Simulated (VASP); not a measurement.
Here is a VASP 6.6.1 calculation.

File INCAR:

```
ALGO = Normal
EDIFF = 1E-6
ENCUT = 520
GGA = PE
ISIF = 2
ISMEAR = 0
LASPH = True
LCHARG = True
LELF = True
LREAL = False
LVHAR = True
LWAVE = False
NBANDS = 13
NELM = 100
PREC = Accurate
SIGMA = 0.1
```

KPOINTS

```
k-points
0
Gamma
  14 14 14
```

File POSCAR:

```
Pb
1.0
   -1.9650298825      2.1431992435      1.9650298825
    1.9650298825     -2.1431992435      1.9650298825
    1.9650298825      2.1431992435     -1.9650298825
Pb
1
Direct
    0.0000000000      0.0000000000      0.0000000000
```

Potentials or basis: VASP PAW PBE potentials, release 64 (Pb_d).

The run is started by

```sh
$ cat potpaw_PBE.64/Pb_d/POTCAR > POTCAR
$ mpirun -np 1 vasp_std > vasp.out
```

Problem. Predict the band gap on the k mesh.

Solution. Zero (bands 7 and 8 overlap by 8.36 eV).

Problem. Predict the pressure.

Solution. -1.3 GPa.

Stress tensor (GPa, compression positive):
```
-1.80  0.00  0.00
 0.00 -0.18  0.00
 0.00  0.00 -1.80
```

Caveat: the cell differs from its parent crystal (strained); spin-orbit coupling is left out, which moves the levels of the heavy elements.
